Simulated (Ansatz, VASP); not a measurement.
## One calculation of Ba, two programs

File INCAR:

```
SYSTEM = Ba
PREC     = Accurate       ! precision mode
ENCUT    = 520            ! plane-wave cutoff, eV
EDIFF    = 1E-6           ! SCF threshold, eV
ISMEAR   = 0              ! smearing method
SIGMA    = 0.15           ! smearing width, eV
LREAL    = .False.        ! projectors in reciprocal space
LASPH    = .True.         ! aspherical terms in the spheres
NELM     = 80             ! most SCF steps
ALGO     = Fast           ! electronic algorithm
ISIF     = 2              ! what is computed and relaxed
LWAVE    = .False.        ! write WAVECAR
LCHARG   = .True.         ! write CHGCAR
GGA      = PS             ! functional
LELF     = .True.         ! ELF
LVHAR    = .True.       
NBANDS   = 11             ! bands
```

KPOINTS

```
Automatic mesh
0
Gamma
  14 14 14
  0 0 0
```

Contents of POSCAR:

```
Ba
1.0
   -2.7000000000      2.7000000000      2.3000000000
    2.7000000000     -2.7000000000      2.3000000000
    2.7000000000      2.7000000000     -2.3000000000
Ba
1
Direct
    0.0000000000      0.0000000000      0.0000000000
```

Input for Ansatz:

```yaml
crystal:
  lattice:
    - [-2.7, 2.7, 2.3]
    - [2.7, -2.7, 2.3]
    - [2.7, 2.7, -2.3]
  atoms:
    - { symbol: Ba, position: [0.0, 0.0, 0.0] }
basis:
  ecutwfc: 420
kpoints:
  mp_grid: { grid: [14, 14, 14] }
hamiltonian:
  xc: pbesol
scf:
  occupations: { method: gaussian, width: 0.15 }
output:
  forces: true
  stress: true
  eigenvalues: true
```

Change from the starting cell: strain +0.080 along x and y, -0.080 along z, atoms carried along.

Alike in both runs: task single point; functional PBEsol; k mesh 14 × 14 × 14; occupations gaussian, width 0.15 eV; no spin polarisation.

|  | VASP | Ansatz |
| --- | --- | --- |
| version | VASP 6.6.1 | Ansatz 0.2.0 |
| potentials or method | VASP PAW PBE potentials, release 64 (Ba_sv), cutoff 520 eV | scalar-relativistic, plane waves, PAW |
| valence electrons in the cell | 10 | 10 |

|  | VASP | Ansatz | Ansatz less VASP |
| --- | --- | --- | --- |
| gap on the k mesh at the Fermi level (eV) | none | none | - |
| pressure (GPa) | -1.0 | -1.0 | -0.04 |
| traceless stress, the component that is largest in VASP (GPa) | 0.66 | 0.65 | -0.005 |

VASP's potentials were made for PBE, not for PBEsol. A gap of «none» marks a metal or a gap that the smearing closes. With one functional, cell and mesh, what is left measures potentials, basis and numerics.

Spin-orbit coupling is off throughout.
